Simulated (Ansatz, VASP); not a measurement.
## LiF: VASP beside Ansatz

```
Li F
1.0
     3.08105    0.00000    0.00000
    -1.54053    2.66827    0.00000
     0.00000    0.00000    4.78523
Li F
2 2
Direct
  0.33333 0.66667 0.38244
  0.66667 0.33333 0.88244
  0.33333 0.66667 0.99256
  0.66667 0.33333 0.49256
```

Alike in both runs: task single point; functional PBE-based screened hybrid; k mesh 6 × 6 × 2; no spin polarisation.

|  | VASP | Ansatz |
| --- | --- | --- |
| version | VASP 6.6.1 | Ansatz 0.2.0 |
| potentials or method | VASP PAW PBE potentials, release 64 (Li_sv, F) | plane waves |
| plane-wave cutoff (eV) | 520 | 420 |
| occupations | gaussian, width 0.01 eV | fixed |
| valence electrons in the cell | 20 | 20 |

```tsv
	VASP	Ansatz	Ansatz less VASP
gap on the k mesh at the Fermi level (eV)	10.91	10.93	+0.019
rms of the force components (eV/Å)	0.003	0.003	+0.0004
```

VASP's potentials were made for PBE, not for PBE-based screened hybrid. Atom by atom the forces differ by 0.000 eV/Å (rms over components). Ansatz's warnings: stress exchange threshold loose, stress scf threshold loose.

The k mesh is coarse, so the values compare programs but aren't converged. Noted on VASP's run: the cutoff is short for stress, so the pressure is rough.
